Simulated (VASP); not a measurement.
# TiS2 in VASP: notebook

Runs on TiS2. Level: PBE. Tasks: single point.

All numbers are computed with VASP 6.6.1; they aren't measurements. Logs are shortened: lines on timing, memory, paths and dates and some standing lists are left out, and cuts for length are marked.

### Step 1. The cell of the first run

The cell holds a sheet with vacuum, 3 atoms: a = 3.400 Å, b = 3.400 Å, c = 16.860 Å, α = 90.00°, β = 90.00°, γ = 120.00°.

### Step 2. Single point, PBE

INCAR reads:

```
PREC     = Accurate       # precision mode
ENCUT    = 400            # plane-wave cutoff, eV
EDIFF    = 1E-6           # SCF threshold, eV
ISMEAR   = 0              # smearing method
SIGMA    = 0.08           # smearing width, eV
LREAL    = F              # projectors in reciprocal space
LASPH    = T              # aspherical terms in the spheres
NELM     = 120            # most SCF steps
ALGO     = Normal         # electronic algorithm
ISIF     = 2              # what is computed and relaxed
LWAVE    = F              # write WAVECAR
LCHARG   = F              # write CHGCAR
LDIPOL   = T            
IDIPOL   = 3            
DIPOL    = 0.5 0.5 0.500
GGA      = PE             # functional
NBANDS   = 19             # bands
GGA_COMPAT= F            
NELMDL   = -8
```

KPOINTS reads:

```
Automatic mesh
0
Gamma
  12 12 1
```

POSCAR reads:

```
TiS2
1.0
    3.4000000000      0.0000000000      0.0000000000
   -1.7000000000      2.9444863729      0.0000000000
    0.0000000000      0.0000000000     16.8600000000
S Ti
2 1
Direct
    0.3333330000      0.6666670000      0.4151838671
    0.6666670000      0.3333330000      0.5848161329
    0.0000000000      0.0000000000      0.5000000000
```

Potentials or basis: VASP PAW PBE potentials, release 64 (S, Ti_sv).

Launch:

```sh
cat potpaw_PBE.64/S/POTCAR potpaw_PBE.64/Ti_sv/POTCAR > POTCAR
mpirun -np 1 vasp_std > vasp.out
```

OUTCAR:

```text
PREC = Accurate
   ENCUT = 400
   EDIFF = 1E-6
   ISMEAR = 0
   LREAL = F
   LASPH = T
   NELM = 120
   ISIF = 2
   GGA = PE
   NELMDL = -8

 ion  position               nearest neighbor table
   1  0.333  0.667  0.415-   3 2.43   3 2.43   3 2.43
   2  0.667  0.333  0.585-   3 2.43   3 2.43   3 2.43
   3  0.000  0.000  0.500-   1 2.43   2 2.43   2 2.43   1 2.43   2 2.43   1 2.43

  LATTYP: Found a hexagonal cell.
 ALAT       =     3.4000000000
 C/A-ratio  =     4.9588235294

  Lattice vectors:

 A1 = (   3.4000000000,   0.0000000000,   0.0000000000)
 A2 = (  -1.7000000000,   2.9444863729,   0.0000000000)
 A3 = (   0.0000000000,   0.0000000000,  16.8600000000)

Analysis of symmetry for initial positions (statically):
=====================================================================
 Subroutine PRICEL returns:
 Original cell was already a primitive cell.

 Routine SETGRP: Setting up the symmetry group for a
 hexagonal supercell.

 Subroutine GETGRP returns: Found 12 space group operations
 (whereof 12 operations were pure point group operations)
 out of a pool of 24 trial point group operations.

The static configuration has the point symmetry D_3d.

Analysis of symmetry for dynamics (positions and initial velocities):
=====================================================================
 Subroutine PRICEL returns:
 Original cell was already a primitive cell.

 Routine SETGRP: Setting up the symmetry group for a
 hexagonal supercell.

 Subroutine GETGRP returns: Found 12 space group operations
 (whereof 12 operations were pure point group operations)
 out of a pool of 24 trial point group operations.

The dynamic configuration has the point symmetry D_3d.

 Subroutine INISYM returns: Found 12 space group operations
 (whereof 12 operations are pure point group operations),
 and found     1 'primitive' translations

----------------------------------------------------------------------------------------

                                     Primitive cell

  volume of cell :     168.7897

  direct lattice vectors                    reciprocal lattice vectors
     3.400000000  0.000000000  0.000000000     0.294117647  0.169808903  0.000000000
    -1.700000000  2.944486373  0.000000000     0.000000000  0.339617805  0.000000000
     0.000000000  0.000000000 16.860000000     0.000000000  0.000000000  0.059311981

  length of vectors
     3.400000000  3.400000000 16.860000000     0.339617805  0.339617805  0.059311981

  position of ions in fractional coordinates (direct lattice)
     0.333333000  0.666667000  0.415183867
     0.666667000  0.333333000  0.584816133
     0.000000000  0.000000000  0.500000000

  ion indices of the primitive-cell ions
   primitive index   ion index
                 1           1
                 2           2
                 3           3

----------------------------------------------------------------------------------------

 KPOINTS: Automatic mesh

Automatic generation of k-mesh.
 Grid dimensions read from file:
 generate k-points for:   12   12    1

 Generating k-lattice:

  Cartesian coordinates                     Fractional coordinates (reciprocal lattice)
     0.024509804  0.014150742  0.000000000     0.083333333  0.000000000  0.000000000
     0.000000000  0.028301484  0.000000000     0.000000000  0.083333333  0.000000000
     0.000000000  0.000000000  0.059311981     0.000000000  0.000000000  1.000000000

  Length of vectors
     0.028301484  0.028301484  0.059311981

  Shift w.r.t. Gamma in fractional coordinates (k-lattice)
     0.000000000  0.000000000  0.000000000

 Subroutine IBZKPT returns following result:
 ===========================================

 Found     19 irreducible k-points:

 Following reciprocal coordinates:
            Coordinates               Weight
  0.000000  0.000000  0.000000      1.000000
  0.083333 -0.000000  0.000000      6.000000
  0.166667 -0.000000  0.000000      6.000000
  0.250000 -0.000000  0.000000      6.000000
  0.333333  0.000000  0.000000      6.000000
  0.416667  0.000000  0.000000      6.000000
[... 11 lines left out ...]
  0.333333  0.250000  0.000000     12.000000
  0.333333  0.333333  0.000000      2.000000
   k-points           NKPTS =     19   k-points in BZ     NKDIM =     19   number of bands    NBANDS=     19
   number of dos      NEDOS =    301   number of ions     NIONS =      3
   total plane-waves  NPLWV =  64512
   dimension x,y,z NGX =    24 NGY =   24 NGZ =  112
   dimension x,y,z NGXF=    48 NGYF=   48 NGZF=  224
   ions per type =               2   1
   NGX,Y,Z   is equivalent  to a cutoff of  11.74, 11.74, 11.04 a.u.
   NGXF,Y,Z  is equivalent  to a cutoff of  23.47, 23.47, 22.09 a.u.
 SYSTEM =  unknown system
   PREC   = accura    normal or accurate (medium, high low for compatibility)
   ISTART =      0    job   : 0-new  1-cont  2-samecut
   ICHARG =      2    charge: 1-file 2-atom 10-const
   ISPIN  =      1    spin polarized calculation?
   LNONCOLLINEAR =      F non collinear calculations
   LSORBIT =      F    spin-orbit coupling
   LASPH  =      T    aspherical Exc in radial PAW
   ENCUT  =  400.0 eV  29.40 Ry    5.42 a.u.   5.54  5.54 27.49*2*pi/ulx,y,z
   NELM   =    120;   NELMIN=  2; NELMDL= -8     # of ELM steps
   EDIFF  = 0.1E-05   stopping-criterion for ELM
   LREAL  =      F    real-space projection
   EDIFFG = 0.1E-04   stopping-criterion for IOM
   NSW    =      0    number of steps for IOM
   IBRION =     -1    ionic relax: 0-MD 1-quasi-New 2-CG
   NFREE  =      0    steps in history (QN), initial steepest desc. (CG)
   ISIF   =      2    stress and relaxation
   ISYM   =      2    0-nonsym 1-usesym 2-fastsym
   POTIM  = 0.5000    time-step for ionic-motion
   TEBEG  =    0.0;   TEEND  =   0.0 temperature during run
   PSTRESS=    0.0 pullay stress
   NELECT =      24.0000    total number of electrons
   NUPDOWN=      -1.0000    fix difference up-down
   EMIN   =  10.00;   EMAX   =-10.00  energy-range for DOS
   EFERMI =   0.00;   METHOD = LEGACY
   ISMEAR =     0;   SIGMA  =   0.08  broadening in eV -4-tet -1-fermi 0-gaus
   EFERMI_NEDOS =   21; number of points for ismear=-14 and -15
   IALGO  =     38    algorithm
   IMIX   =      4    mixing-type and parameters
     AMIX     =   0.40;   BMIX     =  1.00
     AMIX_MAG =   1.60;   BMIX_MAG =  1.00
  volume/ion in A,a.u.               =      56.26       379.68
  Fermi-wavevector in a.u.,A,eV,Ry     =   0.854470  1.614713  9.933860  0.730118
  Thomas-Fermi vector in A             =   1.971071
   LORBIT       =      0    0 simple, 1 ext, 2 COOP (PROOUT), +10 PAW based schemes
   GGA     = PE    functional components
   LHFCALC =     F    Hartree Fock is set to
   AEXX    =    0.0000 exact exchange contribution
   IVDW    =     0    specifies the selected vdW correction
   LEPSILON=     F    determine dielectric tensor
   LRPA    =     F    only Hartree local field effects (RPA)
 non-spin polarized calculation
 Gauss-broadening in eV      SIGMA  =   0.08
  energy-cutoff  :      400.00
  volume of cell :      168.79
 maximum number of plane-waves:      3115
 NGX is ok and might be reduce to    24
   NGX = 11   NGY = 11   NGZ = 55

 number of electron      23.9999995 magnetization

 dipolmoment           0.000000      0.000000     -0.000000 electrons x Angstroem

 Free energy of the ion-electron system (eV)
  ---------------------------------------------------
  ext. energy  EPLUGINS =         0.00000000
  ---------------------------------------------------
  free energy    TOTEN  =       -19.95037991 eV

  energy without entropy =      -19.94826006  energy(sigma->0) =      -19.94931999

 E-fermi :  -1.9446     XC(G=0):  -4.0301

 val. band max:       -2.3137798769   @ k =   0.0833  -0.0000   0.0000
 cond. band min:      -1.9140828769   @ k =   0.5000  -0.0000   0.0000
 fundamental gap:      0.3996970000
 Fermi energy:        -1.9446406219

 k-point     1 :       0.0000    0.0000    0.0000
  band No.  band energies     occupation
      1     -59.6518      2.00000
      2     -35.8835      2.00000
      3     -35.8330      2.00000
      4     -35.8330      2.00000
      5     -15.4900      2.00000
      6     -14.3025      2.00000
[... 11 lines left out ...]
     18       3.2061      0.00000
     19       3.5921      0.00000

 k-point     2 :       0.0833   -0.0000    0.0000
  band No.  band energies     occupation
      1     -59.6509      2.00000
      2     -35.8818      2.00000
      3     -35.8418      2.00000
      4     -35.8350      2.00000
      5     -15.4093      2.00000
      6     -14.2751      2.00000
[... 11 lines left out ...]
     18       3.3548      0.00000
     19       3.7148      0.00000

 k-point     3 :       0.1667   -0.0000    0.0000
  band No.  band energies     occupation
      1     -59.6486      2.00000
      2     -35.8771      2.00000
      3     -35.8658      2.00000
      4     -35.8405      2.00000
      5     -15.1787      2.00000
      6     -14.1988      2.00000
[... 11 lines left out ...]
     18       3.7413      0.00000
     19       4.0604      0.00000

 k-point     4 :       0.2500   -0.0000    0.0000
  band No.  band energies     occupation
      1     -59.6454      2.00000
      2     -35.8988      2.00000
      3     -35.8704      2.00000
      4     -35.8480      2.00000
      5     -14.8350      2.00000
      6     -14.0905      2.00000
[... 11 lines left out ...]
     18       4.2728      0.00000
     19       4.5537      0.00000

 k-point     5 :       0.3333    0.0000    0.0000
  band No.  band energies     occupation
      1     -59.6422      2.00000
      2     -35.9314      2.00000
      3     -35.8639      2.00000
      4     -35.8554      2.00000
      5     -14.4493      2.00000
      6     -13.9744      2.00000
[... 11 lines left out ...]
     18       4.4862      0.00000
     19       5.1992      0.00000

 k-point     6 :       0.4167    0.0000    0.0000
  band No.  band energies     occupation
      1     -59.6398      2.00000
      2     -35.9550      2.00000
      3     -35.8609      2.00000
      4     -35.8591      2.00000
      5     -14.1396      2.00000
      6     -13.8729      2.00000
[... 11 lines left out ...]
     18       4.3017      0.00000
     19       4.9131      0.00000

 k-point     7 :       0.5000   -0.0000    0.0000
  band No.  band energies     occupation
      1     -59.6390      2.00000
      2     -35.9637      2.00000
      3     -35.8629      2.00000
      4     -35.8574      2.00000
      5     -14.0288      2.00000
      6     -13.8207      2.00000
[... 11 lines left out ...]
     18       4.2908      0.00000
     19       4.6101      0.00000

 k-point     8 :       0.0833    0.0833    0.0000
  band No.  band energies     occupation
      1     -59.6493      2.00000
      2     -35.8785      2.00000
      3     -35.8578      2.00000
      4     -35.8392      2.00000
      5     -15.2535      2.00000
      6     -14.2232      2.00000
[... 146 lines left out ...]
 k-point    15 :       0.3333    0.1667    0.0000
  band No.  band energies     occupation
      1     -59.6391      2.00000
      2     -35.9467      2.00000
      3     -35.8801      2.00000
      4     -35.8574      2.00000
      5     -14.0191      2.00000
      6     -13.8483      2.00000
[... 11 lines left out ...]
     18       5.0872      0.00000
     19       5.6700      0.00000

 k-point    16 :       0.4167    0.1667    0.0000
  band No.  band energies     occupation
      1     -59.6383      2.00000
      2     -35.9524      2.00000
      3     -35.8836      2.00000
      4     -35.8559      2.00000
      5     -13.9235      2.00000
      6     -13.8007      2.00000
[... 11 lines left out ...]
     18       5.2394      0.00000
     19       5.2723      0.00000

 k-point    17 :       0.2500    0.2500    0.0000
  band No.  band energies     occupation
      1     -59.6391      2.00000
      2     -35.9386      2.00000
      3     -35.8883      2.00000
      4     -35.8574      2.00000
      5     -14.0152      2.00000
      6     -13.8580      2.00000
[... 11 lines left out ...]
     18       5.4692      0.00000
     19       5.7028      0.00000

 k-point    18 :       0.3333    0.2500    0.0000
  band No.  band energies     occupation
      1     -59.6380      2.00000
      2     -35.9396      2.00000
      3     -35.9018      2.00000
      4     -35.8551      2.00000
      5     -13.8503      2.00000
      6     -13.8008      2.00000
[... 11 lines left out ...]
     18       5.6079      0.00000
     19       5.8631      0.00000

 k-point    19 :       0.3333    0.3333    0.0000
  band No.  band energies     occupation
      1     -59.6375      2.00000
      2     -35.9234      2.00000
      3     -35.9234      2.00000
      4     -35.8543      2.00000
      5     -13.7851      2.00000
      6     -13.7851      2.00000
[... 11 lines left out ...]
     18       5.6863      0.00000
     19       6.3100      0.00000

------------------------ aborting loop because EDIFF is reached ----------------------------------------

 vacuum level on the upper side and lower side of the slab       (xc-potential included)        -0.198        -0.198

  FORCE on cell =-STRESS in cart. coord.  units (eV):
  Direction    XX          YY          ZZ          XY          YZ          ZX
  --------------------------------------------------------------------------------------
  -------------------------------------------------------------------------------------
  Total        0.0742224      0.0742224     -0.1947895      0.0000000      0.0000000      0.0000000
  in kB        0.7045300      0.7045300     -1.8489705      0.0000000      0.0000000      0.0000000
  external PRESSURE =      -0.1466368 kB  Pullay stress =       0.0000000 kB

 VOLUME and BASIS-vectors are now :
 -----------------------------------------------------------------------------
  energy-cutoff  :      400.00
  volume of cell :      168.79
      direct lattice vectors                 reciprocal lattice vectors
     3.400000000  0.000000000  0.000000000     0.294117647  0.169808903  0.000000000
    -1.700000000  2.944486373  0.000000000     0.000000000  0.339617805  0.000000000
     0.000000000  0.000000000 16.860000000     0.000000000  0.000000000  0.059311981

 POSITION                                       TOTAL-FORCE (eV/Angst)
 -----------------------------------------------------------------------------------
     -0.00000      1.96299      7.00000        -0.000000      0.000000      0.034786
      1.70000      0.98149      9.86000         0.000000     -0.000000     -0.034786
      0.00000      0.00000      8.43000         0.000000      0.000000      0.000000
 -----------------------------------------------------------------------------------
    total drift:                                0.000000     -0.000000      0.000000

  FREE ENERGIE OF THE ION-ELECTRON SYSTEM (eV)
  ---------------------------------------------------
  free  energy   TOTEN  =       -19.9503799110 eV

  energy  without entropy=      -19.9482600591  energy(sigma->0) =      -19.94931999

 vacuum level on the upper side and lower side of the slab         3.661         3.661
```

Wall time 54 s (1 thread of Intel Xeon Platinum 8375C at 2.90GHz (Ice Lake), shared host); peak memory 0.25 GiB.

What came out:

- Free energy: -19.9504 eV
- Largest force: 0.035 eV/Å
- Band gap on the k mesh: zero (filled and empty bands touch)

Forces in eV/Å, atoms in the order of the input:
```
S    0.000  0.000  0.035
S    0.000  0.000 -0.035
Ti   0.000  0.000  0.000
```

Levels at points of the mesh, in eV from the Fermi level:
| k point | band 9 | band 10 | band 11 | band 12 | band 13 | band 14 | band 15 | band 16 |
| --- | --- | --- | --- | --- | --- | --- | --- | --- |
| (0.00, 0.00, 0.00) | -2.73 | -1.46 | 0.03 | 0.03 | 0.45 | 0.45 | 1.04 | 3.59 |
| (0.50, 0.00, 0.00) | -2.87 | -2.71 | -1.96 | -1.37 | 0.03 | 1.49 | 1.89 | 3.57 |

### Step 3. Single point, PBE

This run uses another cell than the first one.

INCAR reads:

```
ALGO = Normal
DIPOL = 0.5 0.5 0.286
EDIFF = 1E-6
ENCUT = 400
GGA = PE
GGA_COMPAT = F
IDIPOL = 3
ISIF = 2
ISMEAR = 0
LASPH = T
LCHARG = F
LDIPOL = T
LREAL = F
LWAVE = F
NBANDS = 19
NELM = 120
NELMDL = -8
PREC = Accurate
SIGMA = 0.08
```

KPOINTS reads:

```
k-points
0
Gamma
  12 12 1
```

POSCAR reads:

```
TiS2
1.0
    3.4144576990      0.0000000000      0.0000000000
   -1.7072288495      2.9570071074      0.0000000000
    0.0000000000      0.0000000000     29.5200000028
S Ti
2 1
Direct
    0.3333333333      0.6666666667      0.2374880804
    0.6666666667      0.3333333333      0.3336501309
    0.0000000000      0.0000000000      0.2855691057
```

Potentials or basis: VASP PAW PBE potentials, release 64 (S, Ti_sv).

Launch:

```sh
cat potpaw_PBE.64/S/POTCAR potpaw_PBE.64/Ti_sv/POTCAR > POTCAR
mpirun -np 1 vasp_std > vasp.out
```

It took 1.7 min on 1 thread of Intel Xeon Platinum 8375C at 2.90GHz (Ice Lake), shared host; peak memory 0.34 GiB.

Results (log left out):

| Item | Value |
| --- | --- |
| Free energy | -19.9512 eV |
| Largest force | 0.016 eV/Å |
| Band gap on the k mesh | 0.05 eV (least direct gap 0.43 eV) |

Forces in eV/Å, atoms in the order of the input:
```
S    0.000  0.000 -0.016
S    0.000  0.000  0.016
Ti   0.000  0.000  0.000
```

Levels at points of the mesh, in eV from the valence-band top:
```csv
k point,band 8,band 9,band 10,band 11,band 12,band 13,band 14,band 15,band 16,band 17
"(0.00, 0.00, 0.00)",-2.78,-2.78,-1.41,0.00,0.00,0.43,0.43,1.07,3.59,3.59
"(0.50, 0.00, 0.00)",-4.05,-2.84,-2.73,-1.93,-1.41,0.05,1.45,1.83,3.56,3.96
```
